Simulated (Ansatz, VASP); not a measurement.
# Pd: VASP beside Ansatz

The input INCAR:

```
SYSTEM = Pd
PREC     = Accurate       ! precision mode
ENCUT    = 520            ! plane-wave cutoff, eV
EDIFF    = 1E-6           ! SCF threshold, eV
ISMEAR   = -1             ! smearing method
SIGMA    = 0.1            ! smearing width, eV
LREAL    = .False.        ! projectors in reciprocal space
LASPH    = .True.         ! aspherical terms in the spheres
NELM     = 60             ! most SCF steps
ALGO     = Normal         ! electronic algorithm
ISIF     = 2              ! what is computed and relaxed
LWAVE    = .False.        ! write WAVECAR
LCHARG   = .False.        ! write CHGCAR
GGA      = RP             ! functional
NBANDS   = 17             ! bands
```

The input KPOINTS:

```
regular mesh
0
Gamma
  10 10 10
  0 0 0
```

Contents of POSCAR:

```
Pd
1.0
    0.0000000000      3.0265858150      3.0265858150
    3.0265858150      0.0000000000      3.0265858150
    3.0265858150      3.0265858150      0.0000000000
Pd
2
Direct
    0.1250000000      0.1250000000      0.1250000000
    0.8750000000      0.8750000000      0.8750000000
```

Input for Ansatz:

```yaml
crystal:
  lattice:
    - [0.0, 3.026585815, 3.026585815]
    - [3.026585815, 0.0, 3.026585815]
    - [3.026585815, 3.026585815, 0.0]
  atoms:
    - { symbol: Pd, position: [0.125, 0.125, 0.125] }
    - { symbol: Pd, position: [0.875, 0.875, 0.875] }
hamiltonian:
  xc: rpbe
  pseudopotentials:
    kind: paw
    azcp:
      Pd: "pseudopotentials/Pd.paw.azcp"
basis:
  ecutwfc: 420
  fft_grid_basis: typed
kpoints:
  mp_grid: { grid: [10, 10, 10], shift: [0, 0, 0] }
magnetization:
  spin_polarized: false
scf:
  occupations: { method: fermi_dirac, width: 0.1 }
  lower_state_search: "off"
output:
  stress: true
  write_density: true
  write_potential: true
  elf: true
  volumetric_format: npy
```

Alike in both runs: task single point; functional RPBE; k mesh 10 × 10 × 10; occupations fermi-dirac, width 0.1 eV; no spin polarisation.

```csv
,VASP,Ansatz
version,VASP 6.6.1,Ansatz 0.2.0
potentials or method,"VASP PAW PBE potentials, release 64 (Pd), cutoff 520 eV","plane waves (420 eV) with PAW, scalar-relativistic"
valence electrons in the cell,20,36
```

Ansatz gave:

* pressure (GPa): -3.4

Problem. Estimate VASP's values.

Solution. Pressure (GPa): -3.5.

VASP's potentials were made for PBE, not for RPBE. VASP's potentials hold 20 valence electrons a cell and Ansatz's 36, so a difference there can come from the potentials and not from the codes.
